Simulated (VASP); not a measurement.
A run of VASP 6.6.1:

The input INCAR:

```
SYSTEM = LiF
  PREC = Accurate
  ENCUT = 750
  EDIFF = 1E-6
  ISMEAR = 0
  SIGMA = 0.01
  LREAL = .FALSE.
  LASPH = .TRUE.
  NELM = 120
  ALGO = Normal
  ISIF = 2
  LWAVE = .FALSE.
  LCHARG = .FALSE.
  GGA = PE
  NBANDS = 12
  GGA_COMPAT = .FALSE.
```

Contents of KPOINTS:

```
regular mesh
0
G
  6 6 6
  0 0 0
```

POSCAR

```
LiF
1.0
    0.0000000000      1.9948691812      1.9948691812
    1.9948691812      0.0000000000      1.9948691812
    1.9948691812      1.9948691812      0.0000000000
Li F
1 1
Direct
    0.0000000000      0.0000000000      0.0000000000
    0.5000000000      0.5000000000      0.5000000000
```

Potentials or basis: VASP PAW PBE potentials, release 64 (Li_sv, F).

Launch:

```bash
$ cat potpaw_PBE.64/Li_sv/POTCAR potpaw_PBE.64/F/POTCAR > POTCAR
$ mpirun -np 1 vasp_std > vasp.out
```

Hardware: 1 thread of Oxide Virtual Turin-like Processor, with other jobs on the host.

Question: Estimate the wall time of this run.

Answer: Wall time 13 s on 1 thread of Oxide Virtual Turin-like Processor (shared host), peak memory 0.11 GiB. Counts: scf iterations 12, k points 16.
